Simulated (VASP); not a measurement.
Here is a VASP 6.6.1 calculation.

The input INCAR:

```
SYSTEM = SnO
PREC = Accurate
ENCUT = 520
EDIFF = 1E-7
ISMEAR = -1
SIGMA = 0.05
LREAL = .FALSE.
LASPH = .TRUE.
NELM = 80
ALGO = Normal
ISIF = 2
LWAVE = .FALSE.
LCHARG = .FALSE.
GGA = CA
NBANDS = 28
```

The input KPOINTS:

```
regular mesh
0
G
  8 5 6
  0 0 0
```

The input POSCAR:

```
SnO
1.0
    3.3096615362      0.0000000000      0.0000000000
    0.0000000000      5.5974175183      0.0000000000
    0.0000000000      0.0000000000      4.1649093566
Sn O
2 2
Direct
    0.5000000000      0.7680910000      0.0131440000
    0.0000000000      0.2319090000      0.5131440000
    0.5000000000      0.1087500000      0.2368570000
    0.0000000000      0.8912500000      0.7368570000
```

Potentials or basis: VASP PAW LDA potentials, release 64 (Sn_d, O).

Run with:

```sh
$ cat potpaw_LDA.64/Sn_d/POTCAR potpaw_LDA.64/O/POTCAR > POTCAR
$ mpirun -np 1 vasp_std > vasp.out
```

**Question.** Predict the band gap on the k mesh.

**Answer.** 1.39 eV (least direct gap 1.97 eV).

**Question.** Estimate the largest force.

**Answer.** 0.143 eV/Å.

Forces in eV/Å, atoms in the order of the input:
```
Sn   0.000  0.069 -0.019
Sn   0.000 -0.069 -0.019
O    0.000 -0.142  0.019
O    0.000  0.142  0.019
```

Caveat: spin-orbit coupling is left out, which moves the levels of the heavy elements. A k mesh can miss the band edges.
